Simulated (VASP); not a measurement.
Lu: single point with PBE

The system is Lu.

```
Lu
1.0
     0.00000    3.57975    0.00000
     3.57975    0.00000    0.00000
     1.78987    1.78987   -3.00482
Lu
1
Cartesian
  0.0000 0.0000 0.0000
```

- Program: VASP 6.6.1
- Task: single point
- Functional: PBE
- Potentials or basis: VASP PAW PBE potentials, release 64 (Lu)
- Cutoff: 520 eV
- k mesh: 11 × 11 × 11
- Occupations: fermi-dirac, width 0.1 eV
- Spin: no spin polarisation
- Dipole correction: no
- k mesh for the DOS: 17 × 17 × 17
- Occupations for the DOS: tetrahedron
- Further INCAR settings: ALGO = Normal; EDIFF = 1e-06; NBANDS = 18

The valence electrons inside the program's atomic spheres are Lu 22.89.

Levels at points of the mesh, in eV from the Fermi level:
```tsv
k point	band 8	band 9	band 10	band 11	band 12	band 13	band 14	band 15	band 16	band 17
(0.00, 0.00, 0.00)	-5.65	-5.61	-5.61	-5.61	-5.33	1.11	2.44	2.44	2.50	4.36
```

Wall time 2.2 min on 1 thread of Intel(R) Xeon(R) Platinum 8488C (Sapphire Rapids), with other jobs on the host, peak memory 0.39 GiB.

Caveat: spin-orbit coupling is left out, which moves the levels of the heavy elements.
